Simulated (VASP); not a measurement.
# Pt (Fm-3m) in VASP: further runs

Pt is run at these levels: LDA; tasks: single point.

Everything below comes from runs of VASP 6.6.1. Logs are shortened: lines on timing, memory, paths and dates and some standing lists are left out, and cuts for length are marked.

### 1 The cell of the first run

Symmetry: Fm-3m, No. 225, cubic system. Conventional cell: a = 3.895 Å, b = 3.895 Å, c = 3.895 Å, α = 90.00°, β = 90.00°, γ = 90.00°. Pt (site symmetry m-3m) has 12 Pt at 2.75 Å within 3.6 Å.

### 2 Single point, LDA

The input, INCAR:

```
SYSTEM = Pt
PREC = Accurate ; ENCUT = 520
EDIFF = 1E-6 ; ISMEAR = 1
SIGMA = 0.01 ; LREAL = .False.
LASPH = .True. ; NELM = 80
ALGO = Normal ; ISIF = 2
LWAVE = .False. ; LCHARG = .True.
GGA = CA ; LELF = .True.
LVHAR = .True. ; NBANDS = 11
```

The input, KPOINTS:

```
regular mesh
0
Gamma
  14 14 14
  0 0 0
```

The input, POSCAR:

```
Pt
1.0
    0.0000000000      1.9474302061      1.9474302061
    1.9474302061      0.0000000000      1.9474302061
    1.9474302061      1.9474302061      0.0000000000
Pt
1
Direct
    0.0000000000      0.0000000000      0.0000000000
```

Potentials or basis: VASP PAW LDA potentials, release 64 (Pt).

Run with:

```
cat potpaw_LDA.64/Pt/POTCAR > POTCAR
mpirun -np 1 vasp_std > vasp.out
```

OUTCAR:

```text
SYSTEM = Pt
   PREC = Accurate
   ENCUT = 520
   EDIFF = 1E-6
   ISMEAR = 1
   LREAL = .False.
   LASPH = .True.
   NELM = 80
   ISIF = 2
   GGA = CA

 ion  position               nearest neighbor table
   1  0.000  0.000  0.000-

  LATTYP: Found a face centered cubic cell.
 ALAT       =     3.8948604122

  Lattice vectors:

 A1 = (   0.0000000000,   1.9474302061,   1.9474302061)
 A2 = (   1.9474302061,   0.0000000000,   1.9474302061)
 A3 = (   1.9474302061,   1.9474302061,   0.0000000000)

Analysis of symmetry for initial positions (statically):
=====================================================================
 Subroutine PRICEL returns:
 Original cell was already a primitive cell.

 Routine SETGRP: Setting up the symmetry group for a
 face centered cubic supercell.

 Subroutine GETGRP returns: Found 48 space group operations
 (whereof 48 operations were pure point group operations)
 out of a pool of 48 trial point group operations.

The static configuration has the point symmetry O_h .

Analysis of symmetry for dynamics (positions and initial velocities):
=====================================================================
 Subroutine PRICEL returns:
 Original cell was already a primitive cell.

 Routine SETGRP: Setting up the symmetry group for a
 face centered cubic supercell.

 Subroutine GETGRP returns: Found 48 space group operations
 (whereof 48 operations were pure point group operations)
 out of a pool of 48 trial point group operations.

The dynamic configuration has the point symmetry O_h .

 Subroutine INISYM returns: Found 48 space group operations
 (whereof 48 operations are pure point group operations),
 and found     1 'primitive' translations

----------------------------------------------------------------------------------------

                                     Primitive cell

  volume of cell :      14.7712

  direct lattice vectors                    reciprocal lattice vectors
     0.000000000  1.947430206  1.947430206    -0.256748611  0.256748611  0.256748611
     1.947430206  0.000000000  1.947430206     0.256748611 -0.256748611  0.256748611
     1.947430206  1.947430206  0.000000000     0.256748611  0.256748611 -0.256748611

  length of vectors
     2.754082209  2.754082209  2.754082209     0.444701639  0.444701639  0.444701639

  position of ions in fractional coordinates (direct lattice)
     0.000000000  0.000000000  0.000000000

  ion indices of the primitive-cell ions
   primitive index   ion index
                 1           1

----------------------------------------------------------------------------------------

 KPOINTS: regular mesh

Automatic generation of k-mesh.
 Grid dimensions read from file:
 generate k-points for:   14   14   14

 Generating k-lattice:

  Cartesian coordinates                     Fractional coordinates (reciprocal lattice)
    -0.018339186  0.018339186  0.018339186     0.071428571  0.000000000  0.000000000
     0.018339186 -0.018339186  0.018339186     0.000000000  0.071428571  0.000000000
     0.018339186  0.018339186 -0.018339186     0.000000000  0.000000000  0.071428571

  Length of vectors
     0.031764403  0.031764403  0.031764403

  Shift w.r.t. Gamma in fractional coordinates (k-lattice)
     0.000000000  0.000000000  0.000000000

 Subroutine IBZKPT returns following result:
 ===========================================

 Found    104 irreducible k-points:

 Following reciprocal coordinates:
            Coordinates               Weight
  0.000000  0.000000  0.000000      1.000000
  0.071429  0.000000  0.000000      8.000000
  0.142857  0.000000  0.000000      8.000000
  0.214286  0.000000  0.000000      8.000000
  0.285714  0.000000  0.000000      8.000000
  0.357143  0.000000  0.000000      8.000000
[... 16 lines left out ...]
  0.214286  0.142857  0.000000     24.000000
  0.285714  0.142857  0.000000     24.000000
 [... further k-points ...]
   k-points           NKPTS =    104   k-points in BZ     NKDIM =    104   number of bands    NBANDS=     11
   number of dos      NEDOS =    301   number of ions     NIONS =      1
   total plane-waves  NPLWV =   8000
   dimension x,y,z NGX =    20 NGY =   20 NGZ =   20
   dimension x,y,z NGXF=    40 NGYF=   40 NGZF=   40
   ions per type =               1
   NGX,Y,Z   is equivalent  to a cutoff of  12.07, 12.07, 12.07 a.u.
   NGXF,Y,Z  is equivalent  to a cutoff of  24.15, 24.15, 24.15 a.u.
 SYSTEM =  Pt
   PREC   = accura    normal or accurate (medium, high low for compatibility)
   ISTART =      0    job   : 0-new  1-cont  2-samecut
   ICHARG =      2    charge: 1-file 2-atom 10-const
   ISPIN  =      1    spin polarized calculation?
   LNONCOLLINEAR =      F non collinear calculations
   LSORBIT =      F    spin-orbit coupling
   LASPH  =      T    aspherical Exc in radial PAW
   ENCUT  =  520.0 eV  38.22 Ry    6.18 a.u.   5.12  5.12  5.12*2*pi/ulx,y,z
   NELM   =     80;   NELMIN=  2; NELMDL= -5     # of ELM steps
   EDIFF  = 0.1E-05   stopping-criterion for ELM
   LREAL  =      F    real-space projection
   EDIFFG = 0.1E-04   stopping-criterion for IOM
   NSW    =      0    number of steps for IOM
   IBRION =     -1    ionic relax: 0-MD 1-quasi-New 2-CG
   NFREE  =      0    steps in history (QN), initial steepest desc. (CG)
   ISIF   =      2    stress and relaxation
   ISYM   =      2    0-nonsym 1-usesym 2-fastsym
   POTIM  = 0.5000    time-step for ionic-motion
   TEBEG  =    0.0;   TEEND  =   0.0 temperature during run
   PSTRESS=    0.0 pullay stress
   NELECT =      10.0000    total number of electrons
   NUPDOWN=      -1.0000    fix difference up-down
   EMIN   =  10.00;   EMAX   =-10.00  energy-range for DOS
   EFERMI =   0.00;   METHOD = LEGACY
   ISMEAR =     1;   SIGMA  =   0.01  broadening in eV -4-tet -1-fermi 0-gaus
   EFERMI_NEDOS =   21; number of points for ismear=-14 and -15
   IALGO  =     38    algorithm
   IMIX   =      4    mixing-type and parameters
     AMIX     =   0.40;   BMIX     =  1.00
     AMIX_MAG =   1.60;   BMIX_MAG =  1.00
  volume/ion in A,a.u.               =      14.77        99.68
  Fermi-wavevector in a.u.,A,eV,Ry     =   1.437484  2.716450 28.114526  2.066359
  Thomas-Fermi vector in A             =   2.556556
   LORBIT       =      0    0 simple, 1 ext, 2 COOP (PROOUT), +10 PAW based schemes
   GGA     = CA    functional components
   LHFCALC =     F    Hartree Fock is set to
   AEXX    =    0.0000 exact exchange contribution
   IVDW    =     0    specifies the selected vdW correction
   LEPSILON=     F    determine dielectric tensor
   LRPA    =     F    only Hartree local field effects (RPA)
 non-spin polarized calculation
 Methfessel and Paxton  Order N= 1 SIGMA  =   0.01
  energy-cutoff  :      520.00
  volume of cell :       14.77
 maximum number of plane-waves:       411
   NGX = 11   NGY = 11   NGZ = 11

 number of electron      10.0000000 magnetization

 Free energy of the ion-electron system (eV)
  ---------------------------------------------------
  ext. energy  EPLUGINS =         0.00000000
  ---------------------------------------------------
  free energy    TOTEN  =        -7.51282870 eV

  energy without entropy =       -7.51279406  energy(sigma->0) =       -7.51281715

 E-fermi :  11.5168     XC(G=0): -13.8080

 val. band max:       11.5140585625   @ k =  -0.4286   0.2857   0.0714
 cond. band min:      11.5219657616   @ k =   0.5000   0.3571   0.0714
 fundamental gap:      0.0079071992
 Fermi energy:        11.5168411568

 k-point     1 :       0.0000    0.0000    0.0000
  band No.  band energies     occupation
      1       1.0674      2.00000
      2       7.5980      2.00000
      3       7.5980      2.00000
      4       7.5980      2.00000
      5       9.8688      2.00000
      6       9.8688      2.00000
      7      26.1067      0.00000
      8      31.1489      0.00000
      9      31.1489      0.00000
     10      31.1489      0.00000
     11      36.6784      0.00000

 k-point     2 :       0.0714    0.0000    0.0000
  band No.  band energies     occupation
      1       1.2768      2.00000
      2       7.5038      2.00000
      3       7.6816      2.00000
      4       7.6816      2.00000
      5       9.8215      2.00000
      6       9.8215      2.00000
      7      26.4381      0.00000
      8      30.1337      0.00000
      9      31.4774      0.00000
     10      31.4774      0.00000
     11      37.7996      0.00000

 k-point     3 :       0.1429    0.0000    0.0000
  band No.  band energies     occupation
      1       1.8709      2.00000
      2       7.2902      2.00000
      3       7.8770      2.00000
      4       7.8770      2.00000
      5       9.7504      2.00000
      6       9.7504      2.00000
      7      27.2761      0.00000
      8      28.2108      0.00000
      9      32.4143      0.00000
     10      32.4143      0.00000
     11      37.5506      0.00000

 k-point     4 :       0.2143    0.0000    0.0000
  band No.  band energies     occupation
      1       2.7174      2.00000
      2       7.1630      2.00000
      3       8.0060      2.00000
      4       8.0060      2.00000
      5       9.8604      2.00000
      6       9.8604      2.00000
      7      26.0909      0.00000
      8      27.9974      0.00000
      9      33.7779      0.00000
     10      33.7779      0.00000
     11      35.4843      0.00000

 k-point     5 :       0.2857    0.0000    0.0000
  band No.  band energies     occupation
      1       3.5041      2.00000
      2       7.4869      2.00000
      3       7.9297      2.00000
      4       7.9297      2.00000
      5      10.2935      2.00000
      6      10.2935      2.00000
      7      23.7389      0.00000
      8      27.6147      0.00000
      9      34.2559      0.00000
     10      34.2559      0.00000
     11      35.5641      0.00000
[... 211 lines left out ...]
 k-point    21 :      -0.0714    0.0714    0.0000
  band No.  band energies     occupation
      1       1.6165      2.00000
      2       7.3330      2.00000
      3       7.7997      2.00000
      4       7.8503      2.00000
      5       9.6103      2.00000
      6       9.9137      2.00000
      7      26.9516      0.00000
      8      29.2403      0.00000
      9      31.2612      0.00000
     10      32.3489      0.00000
     11      38.3189      0.00000

 k-point    22 :       0.1429    0.1429    0.0000
  band No.  band energies     occupation
      1       2.1469      2.00000
      2       6.9191      2.00000
      3       8.1791      2.00000
      4       8.1791      2.00000
      5       9.1184      2.00000
      6      10.1594      2.00000
      7      27.8057      0.00000
      8      29.5625      0.00000
      9      31.0962      0.00000
     10      31.0962      0.00000
     11      39.0794      0.00000

 k-point    23 :       0.2143    0.1429    0.0000
  band No.  band energies     occupation
      1       2.8083      2.00000
      2       6.6355      2.00000
      3       8.3070      2.00000
      4       8.4514      2.00000
      5       9.0575      2.00000
      6      10.3272      2.00000
      7      28.1608      0.00000
      8      28.7010      0.00000
      9      30.9201      0.00000
     10      31.6048      0.00000
     11      36.5801      0.00000

 k-point    24 :       0.2857    0.1429    0.0000
  band No.  band energies     occupation
      1       3.6460      2.00000
      2       6.4943      2.00000
      3       7.9655      2.00000
      4       8.5629      2.00000
      5       9.7352      2.00000
      6      10.6636      2.00000
      7      25.9131      0.00000
      8      28.9579      0.00000
      9      30.6301      0.00000
     10      31.9392      0.00000
     11      36.0752      0.00000

 [... further k-points ...]
[... 5 lines left out ...]
  --------------------------------------------------------------------------------------
  -------------------------------------------------------------------------------------
  Total        0.0267676      0.0267676      0.0267676      0.0000000      0.0000000      0.0000000
  in kB        2.9033858      2.9033858      2.9033858      0.0000000      0.0000000      0.0000000
  external PRESSURE =       2.9033858 kB  Pullay stress =       0.0000000 kB

 VOLUME and BASIS-vectors are now :
 -----------------------------------------------------------------------------
  energy-cutoff  :      520.00
  volume of cell :       14.77
      direct lattice vectors                 reciprocal lattice vectors
     0.000000000  1.947430206  1.947430206    -0.256748611  0.256748611  0.256748611
     1.947430206  0.000000000  1.947430206     0.256748611 -0.256748611  0.256748611
     1.947430206  1.947430206  0.000000000     0.256748611  0.256748611 -0.256748611

 POSITION                                       TOTAL-FORCE (eV/Angst)
 -----------------------------------------------------------------------------------
      0.00000      0.00000      0.00000         0.000000      0.000000      0.000000
 -----------------------------------------------------------------------------------
    total drift:                                0.000000     -0.000000     -0.000000

  FREE ENERGIE OF THE ION-ELECTRON SYSTEM (eV)
  ---------------------------------------------------
  free  energy   TOTEN  =        -7.5128286998 eV

  energy  without entropy=       -7.5127940596  energy(sigma->0) =       -7.51281715
```

It took 24 s on 1 thread of Intel Xeon 8259CL, shared host; peak memory 0.13 GiB.

Results:

* Free energy: -7.5128 eV
* Pressure: 0.3 GPa
* Band gap on the k mesh: zero (band 5 reaches 12.06 eV, above the bottom of band 6 at 9.75 eV)

Caveat: spin-orbit coupling is left out, which moves the levels of the heavy elements.

### 3 Single point, LDA

The input, INCAR:

```
SYSTEM = Pt
  ALGO = Normal
  EDIFF = 1E-6
  ENCUT = 520
  ISIF = 2
  ISMEAR = 1
  LASPH = .TRUE.
  LCHARG = .TRUE.
  LELF = .TRUE.
  LREAL = .FALSE.
  LVHAR = .TRUE.
  LWAVE = .FALSE.
  NBANDS = 11
  NELM = 100
  PREC = Accurate
  SIGMA = 0.03
```

The input, KPOINTS:

```
k-points
0
G
  14 14 14
  0 0 0
```

POSCAR is that of step 2.

Potentials or basis: VASP PAW LDA potentials, release 64 (Pt).

Run with:

```
cat potpaw_LDA.64/Pt/POTCAR > POTCAR
mpirun -np 1 vasp_std > vasp.out
```

Run time: 22 s. Hardware: 1 thread of Intel Xeon 8259CL, shared host; peak memory 0.13 GiB.

Results (log left out):

- Free energy: -7.5130 eV
- Pressure: 0.3 GPa
- Band gap on the k mesh: zero (band 5 reaches 12.06 eV, above the bottom of band 6 at 9.75 eV)

Levels at points of the mesh, in eV from the Fermi level:
```csv
k point,band 2,band 3,band 4,band 5,band 6,band 7,band 8,band 9
"(0.00, 0.00, 0.00)",-3.92,-3.92,-3.92,-1.65,-1.65,14.59,19.63,19.63
"(0.50, 0.00, 0.00)",-3.98,-3.98,-0.54,0.08,0.08,6.02,14.16,19.06
"(0.50, 0.50, 0.00)",-6.85,0.06,0.54,0.54,1.75,9.13,11.43,11.43
```

Caveat: spin-orbit coupling is left out, which moves the levels of the heavy elements.
